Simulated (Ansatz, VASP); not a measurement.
# Cs in VASP and in Ansatz

```
CELL_PARAMETERS angstrom
0.00000 3.43666 3.43666
3.43666 0.00000 3.43666
3.43666 3.43666 0.00000
ATOMIC_POSITIONS crystal
Cs 0.00000 0.00000 0.00000
```

Alike in both runs: task relaxation of cell and atoms; functional r2SCAN; k mesh 10 × 10 × 10; occupations gaussian, width 0.1 eV; no spin polarisation.

|  | VASP | Ansatz |
| --- | --- | --- |
| version | VASP 6.6.1 | Ansatz 0.2.0 |
| potentials or method | VASP PAW PBE potentials, release 64 (Cs_sv), cutoff 600 eV | scalar-relativistic, plane waves, PAW |
| valence electrons in the cell | 9 | 9 |

```tsv
	VASP	Ansatz	Ansatz less VASP
gap on the k mesh at the Fermi level, each at its own relaxed structure (eV)	none	none	-
relaxed volume (Å³/atom)	122.76	124.17	+1.413
relaxed length of the cell vector where the two differ most in proportion (Å)	5.579	5.600	+0.0213
```

VASP's potentials were made for PBE, not for r2SCAN. A gap of «none» marks a metal or a gap that the smearing closes.

Neither program's run includes spin-orbit coupling. Noted on VASP's run: the volume moved by over 15 % at a fixed basis, so the end points are rough.
